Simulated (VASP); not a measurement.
Here is a VASP 6.6.1 calculation.

INCAR

```
  PREC = Accurate
  ENCUT = 520
  EDIFF = 1E-6
  ISMEAR = 0
  SIGMA = 0.15
  LREAL = False
  LASPH = True
  NELM = 100
  ALGO = Normal
  ISIF = 2
  LWAVE = False
  LCHARG = False
  GGA = PE
  NBANDS = 16
```

The input KPOINTS:

```
Automatic mesh
0
Gamma
  14 14 14
```

Contents of POSCAR:

```
InP
1.0
    0.0000000000      2.7701982124      2.7701982124
    2.6408299559      0.0000000000      2.7701982124
    2.6408299559      2.7701982124      0.0000000000
In P
1 1
Direct
   -0.0136966031      0.0136966031      0.0136966031
    0.5507725402      0.4492274598      0.4492274598
```

Potentials or basis: VASP PAW PBE potentials, release 64 (In_d, P).

Launch:

```console
$ cat potpaw_PBE.64/In_d/POTCAR potpaw_PBE.64/P/POTCAR > POTCAR
$ mpirun -np 1 vasp_std > vasp.out
```

Question: Estimate the pressure.

Answer: 10.1 GPa.

Question: Estimate the band gap on the k mesh.

Answer: Zero (band 9 reaches 7.90 eV, above the bottom of band 10 at 5.36 eV).

Forces in eV/Å, atoms in the order of the input:
```
In  -2.884  0.000  0.000
P    2.884  0.000  0.000
```

Caveat: the cell differs from its parent crystal (mode 4 frozen in at -0.281 Å, normal strain along x -0.0467); spin-orbit coupling is left out, which moves the levels of the heavy elements; forces of over 1 eV/Å act on the atoms, so gaps and moduli don't describe the material at rest.
